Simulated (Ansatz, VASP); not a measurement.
## Two plane-wave programs on GaP

```xyz
2
Lattice="0.0000 2.7349 2.7349 2.7349 0.0000 2.7349 2.7349 2.7349 0.0000" Properties=species:S:1:pos:R:3 pbc="T T T"
Ga    0.0000    0.0000    0.0000
P     1.3675    1.3675    1.3675
```

Alike in both runs: task relaxation of cell and atoms; functional PBEsol; k mesh 8 × 8 × 8; occupations gaussian, width 0.02 eV; no spin polarisation.

|  | VASP | Ansatz |
| --- | --- | --- |
| version | VASP 6.6.1 | Ansatz 0.2.0 |
| potentials or method | VASP PAW PBE potentials, release 64 (Ga_d, P), cutoff 500 eV | scalar-relativistic, plane waves, PAW |
| valence electrons in the cell | 18 | 18 |

|  | VASP | Ansatz | Ansatz less VASP |
| --- | --- | --- | --- |
| gap on the k mesh at the Fermi level, each at its own relaxed structure (eV) | 1.50 | 1.50 | -0.001 |
| relaxed volume (Å³/atom) | 20.09 | 20.10 | +0.013 |
| relaxed cell length with the largest relative difference (Å) | 3.845 | 3.845 | +0.0008 |

VASP's potentials were made for PBE, not for PBEsol.
